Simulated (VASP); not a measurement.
Here is a VASP 6.6.1 calculation.

The input INCAR:

```
SYSTEM = La3Hf
ALGO = Fast
EDIFF = 1E-6
EDIFFG = -0.04
ENCUT = 600
GGA = PE
IBRION = 2
ISIF = 3
ISMEAR = 0
LASPH = .TRUE.
LCHARG = .FALSE.
LREAL = .FALSE.
LWAVE = .FALSE.
NELM = 80
NSW = 90
PREC = Accurate
SIGMA = 0.1
```

Contents of KPOINTS:

```
k-points
0
G
  4 4 4
  0 0 0
```

The input POSCAR:

```
La3Hf
1.0
    0.0000000000      3.4244817300      3.4244817300
    3.4244817300      0.0000000000      3.4244817300
    3.4244817300      3.4244817300      0.0000000000
La Hf
3 1
Direct
    0.2500000000      0.2500000000      0.2500000000
    0.0000000000      0.0000000000      0.0000000000
    0.7500000000      0.7500000000      0.7500000000
    0.5000000000      0.5000000000      0.5000000000
```

Potentials or basis: VASP PAW PBE potentials, release 64 (La, Hf_pv).

Run with:

```console
$ cat potpaw_PBE.64/La/POTCAR potpaw_PBE.64/Hf_pv/POTCAR > POTCAR
$ mpirun -np 1 vasp_std > vasp.out
```

(1) Estimate the band gap on the k mesh.

(2) Predict the space group after relaxing (to 0.1 Å).

(3) Predict the relaxed cell.

(4) Predict the relaxed volume.

Answers

(1) zero (an odd number of electrons rules out a gap without spin polarisation).

(2) Fm-3m (No. 225).

(3) a = 5.660 Å, b = 5.660 Å, c = 5.660 Å, α = 60.00°, β = 60.00°, γ = 60.00°.

(4) 32.06 Å³/atom.

Caveat: the k points lie up to 0.34 Å⁻¹ apart in the final cell, too coarse for converged energies and pressures of a metal; the volume moved by over 15 % at a fixed basis, so the end points are rough; spin-orbit coupling is left out, which moves the levels of the heavy elements.
